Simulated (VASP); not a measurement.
Wanted: the native input for a VASP 6.6.1 run.

```
Task                   : dielectric tensor
Functional             : PBEsol
Potentials or basis    : VASP PAW PBE potentials, release 64 (La, O)
Cutoff                 : 520 eV
k mesh                 : 6 × 6 × 4
Occupations            : gaussian, width 0.01 eV
Spin                   : no spin polarisation
Dipole correction      : no
Further INCAR settings : ALGO = Normal; EDIFF = 1e-08
```

The structure of La2O3 lies in POSCAR:

```
La2O3
1.0
    3.9307800000      0.0000000000      0.0000000000
   -1.9653900000      3.4041500000      0.0000000000
    0.0000000000      0.0000000000      6.1119500000
La O
2 3
Direct
    0.6666666667      0.3333333333      0.7537600000
    0.3333333333      0.6666666667      0.2462400000
    0.6666666667      0.3333333333      0.3541100000
    0.3333333333      0.6666666667      0.6458900000
    0.0000000000      0.0000000000      0.0000000000
```

The input as run:

INCAR

```
SYSTEM = La2O3
PREC = Accurate ; ENCUT = 520
EDIFF = 1E-8 ; ISMEAR = 0
SIGMA = 0.01 ; LREAL = .FALSE.
LASPH = .TRUE. ; NELM = 100
ALGO = Normal ; ISIF = 2
LWAVE = .FALSE. ; LCHARG = .FALSE.
GGA = PS ; LEPSILON = .TRUE.
```

KPOINTS

```
Automatic mesh
0
G
  6 6 4
  0 0 0
```

Potentials or basis: VASP PAW PBE potentials, release 64 (La, O).

The run is started by

```bash
$ cat potpaw_PBE.64/La/POTCAR potpaw_PBE.64/O/POTCAR > POTCAR
$ mpirun -np 1 vasp_std > vasp.out
```

It gave:

```json
{
 "Band gap on the k mesh": "3.78 eV (least direct gap 3.88 eV)",
 "Electronic dielectric tensor (diagonal)": "4.87, 4.87, 4.78",
 "Born charges (mean of the diagonal)": "La +4.07; O -2.75, -2.66 (each value once) e"
}
```

Caveat: spin-orbit coupling is left out, which moves the levels of the heavy elements.

Run time: 59 min on 1 thread of Intel(R) Xeon(R) Platinum 8259CL CPU @ 2.50GHz (Skylake/Cascade Lake), on a shared host, peak memory 0.42 GiB.
